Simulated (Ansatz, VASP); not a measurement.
**Two plane-wave programs on Ru**

```xyz
1
Lattice="0.0000 1.8737 1.8737 1.8737 0.0000 1.8737 1.8737 1.8737 0.0000" Properties=species:S:1:pos:R:3 pbc="T T T"
Ru    0.0000    0.0000    0.0000
```

Alike in both runs: functional LDA; k mesh 14 × 14 × 14; occupations fermi-dirac, width 0.1 eV; no spin polarisation.

Ansatz relaxed the structure, and its values are those at the end. VASP's run is a single point on that final structure, the one shown.

|  | VASP | Ansatz |
| --- | --- | --- |
| version | VASP 6.6.1 | Ansatz 0.2.0 |
| potentials or method | VASP PAW LDA potentials, release 64 (Ru_pv), cutoff 520 eV | plane waves (420 eV) with PAW, scalar-relativistic |
| valence electrons in the cell | 14 | 16 |

```tsv
	VASP	Ansatz	Ansatz less VASP
pressure (GPa)	1.0	0.0	-0.98
```

Ansatz warns that its potentials were made for another functional, while VASP's fit it. LDA's correlation is that of Perdew and Zunger in VASP and of Perdew and Wang (1992) in Ansatz. VASP's potentials hold 14 valence electrons a cell and Ansatz's 16, so a difference there can come from the potentials and not from the codes.
